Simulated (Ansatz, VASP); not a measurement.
# BN: VASP beside Ansatz

The input INCAR:

```
SYSTEM = BN
PREC = Accurate
ENCUT = 600
EDIFF = 1E-6
ISMEAR = -1
SIGMA = 0.2585199978643553
LREAL = .FALSE.
LASPH = .TRUE.
NELM = 120
ALGO = Normal
ISIF = 2
LWAVE = .FALSE.
LCHARG = .FALSE.
GGA = PE
NBANDS = 16
GGA_COMPAT = .FALSE.
```

The input KPOINTS:

```
regular mesh
0
G
  6 6 4
  0 0 0
```

POSCAR

```
BN
1.0
    2.5539396017      0.0000000000      0.0000000000
   -1.2769698009      2.2117765748      0.0000000000
    0.0000000000      0.0000000000      4.2268550000
B N
2 2
Direct
    0.6666666667      0.3333333333      0.9997240000
    0.3333333333      0.6666666667      0.4997240000
    0.6666666667      0.3333333333      0.6252760000
    0.3333333333      0.6666666667      0.1252760000
```

Input for Ansatz:

```yaml
crystal:
  lattice:
    - [2.5539396017, 0.0, 0.0]
    - [-1.2769698009, 2.2117765748, 0.0]
    - [0.0, 0.0, 4.226855]
  atoms:
    - { symbol: B, position: [0.6666666667, 0.3333333333, 0.999724] }
    - { symbol: B, position: [0.3333333333, 0.6666666667, 0.499724] }
    - { symbol: "N", position: [0.6666666667, 0.3333333333, 0.625276] }
    - { symbol: "N", position: [0.3333333333, 0.6666666667, 0.125276] }
basis:
  ecutwfc: 420
kpoints:
  mp_grid: { grid: [6, 6, 4] }
hamiltonian:
  xc: pbe
scf:
  occupations: { method: fermi_dirac, width: "3000 K" }
output:
  forces: true
  stress: true
  eigenvalues: true
```

Alike in both runs: task single point; functional PBE; k mesh 6 × 6 × 4; no spin polarisation.

|  | VASP | Ansatz |
| --- | --- | --- |
| version | VASP 6.6.1 | Ansatz 0.2.0 |
| potentials or method | VASP PAW PBE potentials, release 64 (B, N), cutoff 600 eV | scalar-relativistic, plane waves, PAW |
| occupations | fermi-dirac, width 0.25852 eV | fermi-dirac |
| valence electrons in the cell | 16 | 16 |

```tsv
	VASP	Ansatz	Ansatz less VASP
gap on the k mesh at the Fermi level (eV)	5.20	5.21	+0.017
least direct gap on the mesh (eV)	8.25	8.26	+0.006
pressure (GPa)	-0.1	0.0	+0.04
traceless stress, the component that is largest in VASP (GPa)	-0.58	-0.57	+0.012
rms of the force components (eV/Å)	0.011	0.012	+0.0011
```

Atom by atom the forces differ by 0.001 eV/Å (rms over components).

The k mesh is coarse, so the values compare programs but aren't converged.
